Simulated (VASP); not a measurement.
SnO2: single point with LDA

SnO2:

```
Sn O
1.0
     4.76315   -0.08760   -0.05850
    -0.08760    4.79558    0.11099
    -0.03934    0.07465    3.21149
Sn O
2 4
Direct
  0.99849 0.99837 0.98974
  0.49489 0.49802 0.48747
  0.30066 0.31089 0.00116
  0.20295 0.80838 0.50527
  0.69572 0.69268 0.02047
  0.80729 0.19164 0.49588
```

```
Program             : VASP 6.6.1
Task                : single point
Functional          : LDA
Potentials or basis : VASP PAW LDA potentials, release 64 (Sn_d, O)
Cutoff              : 520 eV
k mesh              : 6 × 6 × 8
Occupations         : gaussian, width 0.05 eV
Spin                : no spin polarisation
```

```
Pressure               : -3.7 GPa
Largest force          : 1.425 eV/Å
Band gap on the k mesh : 0.86 eV
```

Forces in eV/Å, atoms in the order of the input:
```
Sn   0.291 -0.161  0.644
Sn   0.254 -0.067  1.401
O    0.069 -0.096 -0.384
O   -0.348  0.259 -0.073
O   -0.007 -0.124 -1.213
O   -0.259  0.188 -0.375
```

Stress tensor (GPa, compression positive):
```
-3.65  7.12  1.57
 7.12 -3.78 -5.05
 1.57 -5.05 -3.62
```

Levels at points of the mesh, in eV from the valence-band top:
```csv
k point,band 23,band 24,band 25,band 26,band 27,band 28,band 29,band 30
"(0.00, 0.00, 0.00)",-1.14,-0.88,-0.67,0.00,0.86,5.66,5.84,6.03
"(0.50, 0.00, 0.00)",-1.37,-1.13,-0.63,-0.58,3.87,4.12,6.56,6.70
"(0.00, 0.50, 0.00)",-1.35,-1.12,-0.67,-0.59,3.89,4.16,6.64,6.81
"(0.50, 0.50, 0.00)",-1.52,-1.22,-1.10,-0.70,4.27,4.55,7.06,7.11
"(0.00, 0.00, 0.50)",-1.80,-1.58,-1.44,-0.99,5.60,5.78,9.04,9.21
"(0.50, 0.00, 0.50)",-1.23,-0.92,-0.83,-0.69,5.79,6.13,7.34,7.91
"(0.00, 0.50, 0.50)",-1.29,-0.96,-0.85,-0.63,5.82,6.05,7.22,7.93
"(0.50, 0.50, 0.50)",-1.15,-1.00,-0.81,-0.62,4.26,4.50,8.26,8.65
```

Run time: 2.1 min on 1 thread of AMD EPYC 9R45 96-Core Processor (Zen 5), with other jobs on the host, peak memory 0.34 GiB.

Caveat: the cell stands under tension; spin-orbit coupling is left out, which moves the levels of the heavy elements; forces of over 1 eV/Å act on the atoms, so gaps and moduli don't describe the material at rest.
